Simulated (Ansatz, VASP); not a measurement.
**One calculation of GaN, two programs**

The input POSCAR:

```
GaN
1.0
    0.0000000000      2.2930609463      2.2930609463
    2.2930609463      0.0000000000      2.2930609463
    2.2930609463      2.2930609463      0.0000000000
Ga N
1 1
Direct
    0.0000000000      0.0000000000      0.0000000000
    0.7500000000      0.7500000000      0.7500000000
```

File INCAR.step1:

```
PREC     = Accurate       # precision mode
ENCUT    = 520            # plane-wave cutoff, eV
ISMEAR   = 0              # smearing method
SIGMA    = 0.01           # smearing width, eV
LREAL    = False          # projectors in reciprocal space
LASPH    = True           # aspherical terms in the spheres
NELM     = 100            # most SCF steps
NBANDS   = 16             # bands
GGA      = PE             # functional
ALGO     = Normal         # electronic algorithm
EDIFF    = 1E-4           # SCF threshold, eV
LWAVE    = True           # write WAVECAR
LCHARG   = False          # write CHGCAR
```

File INCAR.step2:

```
PREC     = Accurate       # precision mode
ENCUT    = 520            # plane-wave cutoff, eV
EDIFF    = 1E-6           # SCF threshold, eV
ISMEAR   = 0              # smearing method
SIGMA    = 0.01           # smearing width, eV
LREAL    = False          # projectors in reciprocal space
LASPH    = True           # aspherical terms in the spheres
NELM     = 100            # most SCF steps
ALGO     = Normal         # electronic algorithm
ISIF     = 2              # what is computed and relaxed
LWAVE    = False          # write WAVECAR
LCHARG   = False          # write CHGCAR
METAGGA  = R2SCAN         # meta-GGA
LMIXTAU  = True         
NBANDS   = 16             # bands
ISTART   = 1
```

File KPOINTS:

```
regular mesh
0
Gamma
  8 8 8
```

Input for Ansatz:

```yaml
crystal:
  lattice:
    - [0.0, 2.2930609463, 2.2930609463]
    - [2.2930609463, 0.0, 2.2930609463]
    - [2.2930609463, 2.2930609463, 0.0]
  atoms:
    - { symbol: Ga, position: [0.0, 0.0, 0.0] }
    - { symbol: "N", position: [0.75, 0.75, 0.75] }
kpoints:
  mp_grid: { grid: [8, 8, 8] }
hamiltonian:
  xc: r2scan
scf:
  occupations: { method: fixed }
  n_extra_bands: 4
output:
  forces: true
  stress: true
  eigenvalues: true
```

Alike in both runs: task single point; functional r2SCAN; k mesh 8 × 8 × 8; no spin polarisation.

|  | VASP | Ansatz |
| --- | --- | --- |
| version | VASP 6.6.1 | Ansatz 0.2.0 |
| potentials or method | VASP PAW PBE potentials, release 64 (Ga_d, N) | plane waves, PAW |
| plane-wave cutoff (eV) | 520 | 500 |
| occupations | gaussian, width 0.01 eV | fixed |
| valence electrons in the cell | 18 | 18 |

Ansatz gave:

| Quantity | Value |
| --- | --- |
| gap on the k mesh at the Fermi level (eV) | 1.78 |
| pressure (GPa) | -10.1 |

**Question.** Estimate VASP's values.

**Answer.** gap on the k mesh at the Fermi level (eV): 1.77; pressure (GPa): -9.1.

VASP's potentials were made for PBE, not for r2SCAN.
